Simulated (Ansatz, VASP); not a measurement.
P in VASP and in Ansatz

```
P
1.0
     3.32694    0.00000    0.00000
     0.00000   35.31573    0.00000
     0.00000    0.00000    4.69304
P
4
Direct
  0.50000 0.97026 0.90785
  0.50000 0.02974 0.09215
  0.00000 0.02974 0.40785
  0.00000 0.97026 0.59215
```

Alike in both runs: task single point; functional LDA; k mesh 8 × 1 × 6; occupations fermi-dirac, width 0.05 eV; no spin polarisation.

|  | VASP | Ansatz |
| --- | --- | --- |
| version | VASP 6.6.1 | Ansatz 0.2.0 |
| potentials or method | VASP PAW LDA potentials, release 64 (P) | Ansatz PAW |
| plane-wave cutoff (eV) | 520 | 420 |
| valence electrons in the cell | 20 | 20 |

VASP gave:

* gap on the k mesh at the Fermi level (eV): 0.88
* least direct gap on the mesh (eV): 0.88
* rms of the force components (eV/Å): 0.179

Problem. What did Ansatz give for the same quantities?

Solution. gap on the k mesh at the Fermi level (eV): 0.86; least direct gap on the mesh (eV): 0.86; rms of the force components (eV/Å): 0.161.

LDA's correlation is that of Perdew and Zunger in VASP and of Perdew and Wang (1992) in Ansatz. Atom by atom the forces differ by 0.023 eV/Å (rms over components).
